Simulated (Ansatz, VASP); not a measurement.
## Two plane-wave programs on TePb

File INCAR:

```
PREC = Accurate
ENCUT = 520
EDIFF = 1E-6
ISMEAR = 0
SIGMA = 0.01
LREAL = F
LASPH = T
NELM = 80
ALGO = Normal
ISIF = 2
LWAVE = F
LCHARG = F
GGA = PE
NBANDS = 17
```

KPOINTS

```
Automatic mesh
0
Gamma
  4 4 4
```

Contents of POSCAR:

```
TePb
1.0
    0.0000000000      3.2310000000      3.2310000000
    3.2310000000      0.0000000000      3.2310000000
    3.2310000000      3.2310000000      0.0000000000
Te Pb
1 1
Direct
    0.5008537543      0.5043462457      0.4938462457
    0.0077300000      0.9963300000      0.9980100000
```

Input for Ansatz:

```yaml
crystal:
  lattice:
    - [0.0, 3.231, 3.231]
    - [3.231, 0.0, 3.231]
    - [3.231, 3.231, 0.0]
  atoms:
    - { symbol: Te, position: [0.5008537542556484, 0.5043462457443516, 0.4938462457443516] }
    - { symbol: Pb, position: [0.00773, 0.99633, 0.99801] }
basis:
  ecutwfc: 540.0
  xc_grid: 2
kpoints:
  mp_grid:
    grid: [4, 4, 4]
hamiltonian:
  xc: pbe
scf:
  convergence:
    dr2_threshold: 1.0e-09
  occupations:
    method: fixed
output:
  forces: true
  stress: true
```

Alike in both runs: task single point; functional PBE; k mesh 4 × 4 × 4; no spin polarisation.

|  | VASP | Ansatz |
| --- | --- | --- |
| version | VASP 6.6.1 | Ansatz 0.2.0 |
| potentials or method | VASP PAW PBE potentials, release 64 (Te, Pb_d), cutoff 520 eV | plane waves, PAW |
| occupations | gaussian, width 0.01 eV | fixed |
| valence electrons in the cell | 20 | 30 |

|  | VASP | Ansatz | Ansatz less VASP |
| --- | --- | --- | --- |
| pressure (GPa) | 2.1 | 2.2 | +0.06 |
| rms of the force components (eV/Å) | 0.004 | 0.004 | +0.0002 |

Atom by atom the forces differ by 0.000 eV/Å (rms over components). VASP's potentials hold 20 valence electrons a cell and Ansatz's 30, so a difference there can come from the potentials and not from the codes. Ansatz's warnings: stress scf threshold loose.

The k mesh is coarse, so the values compare programs but aren't converged. Spin-orbit coupling is off throughout.
